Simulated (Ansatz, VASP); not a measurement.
# Pt: VASP beside Ansatz

The input INCAR:

```
SYSTEM = Pt
PREC = Accurate ; ENCUT = 520
EDIFF = 1E-7 ; ISMEAR = -1
SIGMA = 0.1 ; LREAL = .FALSE.
LASPH = .TRUE. ; NELM = 150
ALGO = Normal ; ISIF = 2
LWAVE = .FALSE. ; LCHARG = .TRUE.
LNONCOLLINEAR = .TRUE. ; MAGMOM = 0 0 0
LORBIT = 11 ; LSORBIT = .TRUE.
GGA_COMPAT = .FALSE. ; LORBMOM = .TRUE.
LMAXMIX = 4 ; LVHAR = .TRUE.
NBANDS = 21
```

Contents of KPOINTS:

```
regular mesh
0
G
  12 12 12
  0 0 0
```

File POSCAR:

```
Pt
1.0
    2.5702419731      0.0000000000      0.0000000000
    0.0000000000      2.5702419731      0.0000000000
    0.0000000000      0.0000000000      2.5702419731
Pt
1
Direct
    0.0000000000      0.0000000000      0.0000000000
```

Input for Ansatz:

```yaml
crystal:
  lattice:
    - [2.5702419731, 0.0, 0.0]
    - [0.0, 2.5702419731, 0.0]
    - [0.0, 0.0, 2.5702419731]
  atoms:
    - { symbol: Pt, position: [0.0, 0.0, 0.0] }
hamiltonian:
  xc: lda
  pseudopotentials:
    kind: paw_fr
    azcp:
      Pt: "pseudopotentials/Pt.paw.azcp"
basis:
  ecutwfc: 420
  fft_grid_basis: typed
kpoints:
  mp_grid: { grid: [12, 12, 12], shift: [0, 0, 0] }
magnetization:
  noncollinear: true
  spin_orbit: true
scf:
  occupations: { method: fermi_dirac, width: 0.1 }
output:
  write_density: true
  write_potential: true
  elf: true
  volumetric_format: npy
```

Alike in both runs: task single point; functional LDA; k mesh 12 × 12 × 12; occupations fermi-dirac, width 0.1 eV; non-collinear spin, spin-orbit coupling.

|  | VASP | Ansatz |
| --- | --- | --- |
| version | VASP 6.6.1 | Ansatz 0.2.0 |
| potentials or method | VASP PAW LDA potentials, release 64 (Pt), cutoff 520 eV | plane waves (420 eV) with PAW, fully relativistic with spin-orbit coupling |
| valence electrons in the cell | 10 | 18 |

|  | VASP | Ansatz | Ansatz less VASP |
| --- | --- | --- | --- |
| net moment per atom (μB) | 0.00 | 0.00 | 0.000 |

Ansatz warns that its potentials were made for another functional, while VASP's fit it. LDA's correlation is that of Perdew and Zunger in VASP and of Perdew and Wang (1992) in Ansatz. VASP's potentials hold 10 valence electrons a cell and Ansatz's 18, so a difference there can come from the potentials and not from the codes.
